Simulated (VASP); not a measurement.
Runs of VASP 6.6.1 on Cd2Se. The structure is that of space group Fm-3m (No. 225), or close to it. The cells are those of the table. 

```csv
task,cell,k mesh,cutoff (eV),gap on the mesh (eV),pressure (GPa),relaxed volume (Å³/atom)
single point,"a = 4.843 Å, angles 60.0°, 3 atoms",4 × 4 × 4,520,none,1.0,-
relaxation of cell and atoms,"relaxed from a = 4.843 Å, angles 60.0°, 3 atoms",4 × 4 × 4,600,none,0.0,(a)
single point,"a = 4.875 Å, angles 60.0°, 3 atoms",4 × 4 × 4,520,none,0.2,-
single point,"a = 4.891 Å, angles 60.0°, 3 atoms",12 × 12 × 12,520,none,0.2,-
relaxation of cell and atoms,"relaxed from a = 4.875 Å, angles 60.0°, 3 atoms",12 × 12 × 12,600,none,0.0,27.70
```

Alike in all rows: level PBE; potentials or basis VASP PAW PBE potentials, release 64 (Cd, Se); no spin polarisation; smearing gaussian 0.1 eV.

Question: Fill in the values left out.

Answer: (a) 27.36.

Caveats: some runs use coarse meshes.

A k mesh can miss the band edges, and the runs leave out spin-orbit coupling on Cd, Se.

A gap of «none» marks levels without a gap at the run's occupations.
